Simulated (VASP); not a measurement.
Write the native input for VASP 6.6.1 that does the following.

```
Task                   : single point
Functional             : LDA
Potentials or basis    : VASP PAW LDA potentials, release 64 (C)
Cutoff                 : 520 eV
k mesh                 : 12 × 12 × 4
Occupations            : fermi-dirac, width 0.05 eV
Spin                   : no spin polarisation
Dipole correction      : no
Further INCAR settings : ALGO = Normal; EDIFF = 1e-06; NBANDS = 26
```

The structure of C lies in POSCAR:

```
C
1.0
    2.4897838750      0.0000000000      0.0000000000
   -1.2448919375      2.1562160857      0.0000000000
    0.0000000000      0.0000000000      8.2147945221
C
8
Direct
    0.6666666667      0.3333333333      0.8444565037
    0.3333333333      0.6666666667      0.3444565037
    0.6666666667      0.3333333333      0.6555434963
    0.3333333333      0.6666666667      0.1555434963
    0.0000000000      0.0000000000      0.9070652259
    0.0000000000      0.0000000000      0.4070652259
    0.0000000000      0.0000000000      0.5929347741
    0.0000000000      0.0000000000      0.0929347741
```

The input as run:

INCAR

```
PREC     = Accurate       # precision mode
ENCUT    = 520            # plane-wave cutoff, eV
EDIFF    = 1E-6           # SCF threshold, eV
ISMEAR   = -1             # smearing method
SIGMA    = 0.05           # smearing width, eV
LREAL    = False          # projectors in reciprocal space
LASPH    = True           # aspherical terms in the spheres
NELM     = 80             # most SCF steps
ALGO     = Normal         # electronic algorithm
ISIF     = 2              # what is computed and relaxed
LWAVE    = False          # write WAVECAR
LCHARG   = False          # write CHGCAR
NBANDS   = 26             # bands
```

KPOINTS

```
Automatic mesh
0
Gamma
  12 12 4
```

Potentials or basis: VASP PAW LDA potentials, release 64 (C).

Launch:

```sh
$ cat potpaw_LDA.64/C/POTCAR > POTCAR
$ mpirun -np 1 vasp_std > vasp.out
```

It gave:

| Property | Result |
| --- | --- |
| Pressure | 1.6 GPa |
| Largest force | 0.005 eV/Å |
| Band gap on the k mesh | 4.58 eV (least direct gap 5.32 eV) |

Wall time 90 s on 1 thread of Intel Xeon 8259CL (shared host), peak memory 0.16 GiB.
